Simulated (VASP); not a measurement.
Zn: single point with LDA

Zn:

```
Zn
1.0
     2.42992    0.00000    0.00000
    -1.21496    2.10438    0.00000
     0.00000    0.00000    4.21369
Zn
2
Cartesian
  0.0000 1.4029 1.0534
  1.2150 0.7015 3.1603
```

```json
{"Program": "VASP 6.6.1", "Task": "single point", "Functional": "LDA", "Potentials or basis": "VASP PAW LDA potentials, release 64 (Zn)", "Cutoff": "520 eV", "k mesh": "7 × 7 × 4", "Occupations": "fermi-dirac, width 0.05 eV", "Spin": "no spin polarisation", "Dipole correction": "no", "Further INCAR settings": "ALGO = Normal; EDIFF = 1e-06; NBANDS = 19"}
```

- Pressure: 41.8 GPa
- Band gap on the k mesh: zero (band 12 reaches 7.13 eV, above the bottom of band 13 at 4.20 eV)

Stress tensor (GPa, compression positive):
```
41.93  0.00  0.00
 0.00 41.93  0.00
 0.00  0.00 41.68
```

Levels at points of the mesh, in eV from the Fermi level:
| k point | band 10 | band 11 | band 12 | band 13 | band 14 | band 15 |
| --- | --- | --- | --- | --- | --- | --- |
| (0.00, 0.00, 0.00) | -8.48 | -8.48 | -5.77 | -2.33 | 19.24 | 19.98 |
| (0.00, 0.00, 0.50) | -8.67 | -8.67 | -8.67 | 6.94 | 6.94 | 21.11 |

Wall time 3.5 s on 1 thread of Intel(R) Xeon(R) 6975P-C (Granite Rapids) (shared host), peak memory 0.12 GiB.

Caveat: the k points lie up to 0.43 Å⁻¹ apart.
